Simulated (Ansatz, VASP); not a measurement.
# Be: VASP beside Ansatz

```
CELL_PARAMETERS angstrom
2.29000 0.00000 0.00000
-1.14500 1.98320 0.00000
0.00000 0.00000 3.58843
ATOMIC_POSITIONS crystal
Be 0.33333 0.66667 0.75000
Be 0.66667 0.33333 0.25000
```

Alike in both runs: task relaxation of cell and atoms; functional PBE; k mesh 10 × 10 × 6; occupations gaussian, width 0.05 eV; no spin polarisation.

```csv
,VASP,Ansatz
version,VASP 6.6.1,Ansatz 0.2.0
potentials or method,"VASP PAW PBE potentials, release 64 (Be), cutoff 600 eV","scalar-relativistic, plane waves, PAW"
valence electrons in the cell,4,4
```

|  | VASP | Ansatz | Ansatz less VASP |
| --- | --- | --- | --- |
| gap on the k mesh at the Fermi level, each at its own relaxed structure (eV) | none | none | - |
| relaxed volume (Å³/atom) | 7.97 | 7.94 | -0.028 |
| relaxed cell length with the largest relative difference (Å) | 3.534 | 3.527 | -0.0064 |

A gap of «none» marks a metal or a gap that the smearing closes.
